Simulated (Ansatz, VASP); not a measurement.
# Two plane-wave programs on VGe

```
V Ge
1.0
     0.00000    2.06805    2.06805
     2.06805    0.00000    2.06805
     2.06805    2.06805    0.00000
V Ge
1 1
Cartesian
  0.0000 0.0000 0.0000
  1.0340 1.0340 1.0340
```

Change from the starting cell: volume scaled by 0.4, PAW files, core large.

Alike in both runs: task single point; functional PBE; k mesh 13 × 13 × 13; occupations fermi-dirac, width 0.05 eV; no spin polarisation.

```csv
,VASP,Ansatz
version,VASP 6.6.1,Ansatz 0.2.0
potentials or method,"VASP PAW PBE potentials, release 64 (V_sv, Ge_d)","PAW with other files of Ansatz's library (core large), scalar-relativistic"
plane-wave cutoff (eV),520,420
valence electrons in the cell,27,27
```

Ansatz gave:

```
pressure (GPa) : 396.5
```

Estimate VASP's values.

pressure (GPa): 421.1.

Both programs put the cell under a high pressure, so it lies far from rest at this level. Ansatz's warnings: datasets by core.

Noted on VASP's run: the cell as given lies far from equilibrium.
